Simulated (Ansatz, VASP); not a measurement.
## Pb: VASP beside Ansatz

```
CELL_PARAMETERS angstrom
3.60267 -2.14850 0.00000
3.60267 2.14850 0.00000
-2.01058 0.00000 9.32290
ATOMIC_POSITIONS crystal
Pb 0.96800 0.60200 0.09970
Pb 0.39800 0.03200 0.40030
Pb 0.03200 0.39800 0.90030
Pb 0.60200 0.96800 0.59970
```

Alike in both runs: task single point; functional PBE; k mesh 6 × 6 × 2; occupations gaussian, width 0.1 eV; no spin polarisation.

|  | VASP | Ansatz |
| --- | --- | --- |
| version | VASP 6.6.1 | Ansatz 0.2.0 |
| potentials or method | VASP PAW PBE potentials, release 64 (Pb_d), cutoff 520 eV | scalar-relativistic, plane waves, PAW |
| valence electrons in the cell | 56 | 56 |

Ansatz gave:

- gap on the k mesh at the Fermi level (eV): none
- rms of the force components (eV/Å): 21.028

Question: Estimate VASP's values.

Answer: gap on the k mesh at the Fermi level (eV): none; rms of the force components (eV/Å): 20.726.

Atom by atom the forces differ by 0.303 eV/Å (rms over components). A gap of «none» marks a metal or a gap that the smearing closes.

Neither program's run includes spin-orbit coupling.
